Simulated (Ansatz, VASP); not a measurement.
**ZnSe in VASP and in Ansatz**

Contents of INCAR:

```
SYSTEM = ZnSe
ALGO = Normal
EDIFF = 1E-6
ENCUT = 520
ISIF = 2
ISMEAR = 0
LASPH = .True.
LCHARG = .False.
LREAL = .False.
LWAVE = .False.
NBANDS = 16
NELM = 60
PREC = Accurate
SIGMA = 0.1
```

Contents of KPOINTS:

```
k-points
0
Gamma
  6 6 6
  0 0 0
```

The input POSCAR:

```
ZnSe
1.0
    0.0000000000      2.8324425400      2.8324425400
    2.8324425400      0.0000000000      2.8324425400
    2.8324425400      2.8324425400      0.0000000000
Zn Se
1 1
Direct
    0.0000000000      0.0000000000      0.0000000000
    0.2500000000      0.2500000000      0.2500000000
```

Input for Ansatz:

```yaml
crystal:
  lattice:
    - [0.0, 2.83244254, 2.83244254]
    - [2.83244254, 0.0, 2.83244254]
    - [2.83244254, 2.83244254, 0.0]
  atoms:
    - { symbol: Zn, position: [0.0, 0.0, 0.0] }
    - { symbol: Se, position: [0.25, 0.25, 0.25] }
basis:
  ecutwfc: 420
kpoints:
  mp_grid: { grid: [6, 6, 6] }
hamiltonian:
  xc: lda
scf:
  occupations: { method: gaussian, width: 0.1 }
output:
  forces: true
  stress: true
  eigenvalues: true
```

Alike in both runs: task single point; functional LDA; k mesh 6 × 6 × 6; occupations gaussian, width 0.1 eV; no spin polarisation.

|  | VASP | Ansatz |
| --- | --- | --- |
| version | VASP 6.6.1 | Ansatz 0.2.0 |
| potentials or method | VASP PAW LDA potentials, release 64 (Zn, Se), cutoff 520 eV | scalar-relativistic, plane waves, PAW |
| valence electrons in the cell | 18 | 28 |

VASP gave:

```
gap on the k mesh at the Fermi level (eV) : 1.07
least direct gap on the mesh (eV)         : 1.07
pressure (GPa)                            : -3.0
```

**Question.** Estimate Ansatz's values.

**Answer.** gap on the k mesh at the Fermi level (eV): 1.04; least direct gap on the mesh (eV): 1.04; pressure (GPa): -3.3.

LDA's correlation is that of Perdew and Zunger in VASP and of Perdew and Wang (1992) in Ansatz. VASP's potentials hold 18 valence electrons a cell and Ansatz's 28, so a difference there can come from the potentials and not from the codes.
